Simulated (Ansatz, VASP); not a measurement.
# Au in VASP and in Ansatz

File INCAR:

```
PREC = Accurate ; ENCUT = 520
EDIFF = 1E-8 ; ISMEAR = -1
SIGMA = 0.03 ; LREAL = F
LASPH = T ; NELM = 80
ALGO = Normal ; ISIF = 2
LWAVE = F ; LCHARG = F
GGA = PS ; LEFG = T
NBANDS = 18
```

File KPOINTS:

```
Automatic mesh
0
Gamma
  14 14 8
```

The input POSCAR:

```
Au
1.0
    2.8902993466      0.0000000000      0.0000000000
   -1.4451496733      2.5030726588      0.0000000000
    0.0000000000      0.0000000000      4.8636788079
Au
2
Direct
    0.3333333333      0.6666666667      0.7500000000
    0.6666666667      0.3333333333      0.2500000000
```

Input for Ansatz:

```yaml
crystal:
  lattice:
    - [2.8902993466, 0.0, 0.0]
    - [-1.4451496733, 2.5030726588, 0.0]
    - [0.0, 0.0, 4.8636788079]
  atoms:
    - { symbol: Au, position: [0.3333333333, 0.6666666667, 0.75] }
    - { symbol: Au, position: [0.6666666667, 0.3333333333, 0.25] }
kpoints:
  mp_grid: { grid: [14, 14, 8] }
scf:
  occupations: { method: fermi_dirac, width: 0.03 }
hamiltonian:
  xc: pbesol
  pseudopotentials: { kind: all_electron, datasets: crystal }
output:
  forces: true
  stress: true
  eigenvalues: true
  efg: { contact_densities: true }
```

Change from the starting cell: volume scaled by 0.99, crystal datasets.

Alike in both runs: task electric field gradients; functional PBEsol; k mesh 14 × 14 × 8; occupations fermi-dirac, width 0.03 eV; no spin polarisation.

|  | VASP | Ansatz |
| --- | --- | --- |
| version | VASP 6.6.1 | Ansatz 0.2.0 |
| potentials or method | VASP PAW PBE potentials, release 64 (Au), cutoff 520 eV | all-electron PAW with datasets made for the crystal, scalar-relativistic |

|  | VASP | Ansatz | Ansatz less VASP |
| --- | --- | --- | --- |
| pressure (GPa) | -5.3 | -5.1 | +0.21 |
| traceless stress, the component that is largest in VASP (GPa) | -0.30 | -0.29 | +0.012 |
| size of Vzz on the site where it differs most (V/Å²) | 24.6 | 13.0 | -11.51 |

VASP's potentials were made for PBE, not for PBEsol. Ansatz ran all-electron here, and VASP with PAW potentials.

Spin-orbit coupling is off throughout.
